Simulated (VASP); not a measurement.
Crystal: Cs.

```
Cs
1.0
     9.59584    0.00000    0.00000
     0.00000    9.59584    0.00000
     0.00000    0.00000    9.59584
Cs
8
Direct
  0.00000 0.00000 0.00000
  0.50000 0.50000 0.50000
  0.25000 0.00000 0.50000
  0.75000 0.00000 0.50000
  0.50000 0.25000 0.00000
  0.50000 0.75000 0.00000
  0.00000 0.50000 0.25000
  0.00000 0.50000 0.75000
```

| Property | Result |
| --- | --- |
| Program | VASP 6.6.1 |
| Task | relaxation of cell and atoms |
| Functional | RPBE |
| Potentials or basis | VASP PAW PBE potentials, release 64 (Cs_sv) |
| Cutoff | 600 eV |
| k mesh | 3 × 3 × 3 |
| Occupations | fermi-dirac, width 0.1 eV |
| Spin | no spin polarisation |

At the start: pressure 0.4 GPa; volume 110.45 Å³/atom.

Problem. Where does the relaxation end?

Solution. Over 4 steps the energy falls by 24.7 meV/atom and the volume is 132.42 Å³/atom (+19.9 %); space group Pm-3n (No. 223, to 0.1 Å) before and after.

Step by step:
```tsv
step	energy change (eV)	largest force (eV/Å)	pressure (GPa)	volume (Å³)
1	0.0000	0.0000	0.40	883.59
2	-0.0783	0.0000	0.30	919.59
3	-0.1931	0.0000	0.05	1033.46
4	-0.1974	0.0000	0.01	1059.33
```

Final structure:
```yaml
crystal:
  lattice:
    - [10.19397, 0.00000, 0.00000]
    - [0.00000, 10.19397, 0.00000]
    - [0.00000, 0.00000, 10.19397]
  atoms:
    - { symbol: Cs, position: [0.00000, 0.00000, 0.00000] }
    - { symbol: Cs, position: [0.50000, 0.50000, 0.50000] }
    - { symbol: Cs, position: [0.25000, 0.00000, 0.50000] }
    - { symbol: Cs, position: [0.75000, 0.00000, 0.50000] }
    - { symbol: Cs, position: [0.50000, 0.25000, 0.00000] }
    - { symbol: Cs, position: [0.50000, 0.75000, 0.00000] }
    - { symbol: Cs, position: [0.00000, 0.50000, 0.25000] }
    - { symbol: Cs, position: [0.00000, 0.50000, 0.75000] }
```

Caveat: the volume moved by over 15 % at a fixed basis, so the end points are rough; the PAW data sets were made with another functional, which shifts forces and pressure a little.
